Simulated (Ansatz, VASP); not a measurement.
BiTe in VASP and in Ansatz

```
Bi Te
1.0
     2.43515    1.39875    3.32638
    -2.41027    1.39875    3.30821
     0.01244   -2.79750    3.31729
Bi Te
1 1
Direct
  0.50000 0.50000 0.50000
  0.00000 0.00000 0.00000
```

Change from the starting cell: strain +0.0075 x Voigt [0, 0, 0, 0, 1, 0], atoms carried along.

Alike in both runs: task single point; functional PBE; k mesh 12 × 12 × 12; occupations gaussian, width 0.15 eV; no spin polarisation.

```csv
,VASP,Ansatz
version,VASP 6.6.1,Ansatz 0.2.0
potentials or method,"VASP PAW PBE potentials, release 64 (Bi_d, Te), cutoff 520 eV","scalar-relativistic, plane waves, PAW"
valence electrons in the cell,21,31
```

Ansatz gave:

| Item | Value |
| --- | --- |
| gap on the k mesh at the Fermi level (eV) | none |
| pressure (GPa) | 0.0 |
| traceless stress, the component that is largest in VASP (GPa) | -0.20 |

Question: What did VASP give for the same quantities?

Answer: gap on the k mesh at the Fermi level (eV): none; pressure (GPa): -0.1; traceless stress, the component that is largest in VASP (GPa): -0.20.

A gap of «none» marks a metal or a gap that the smearing closes. With one functional, cell and mesh, what is left measures potentials, basis and numerics. VASP's potentials hold 21 valence electrons a cell and Ansatz's 31, so a difference there can come from the potentials and not from the codes.

Neither program's run includes spin-orbit coupling.
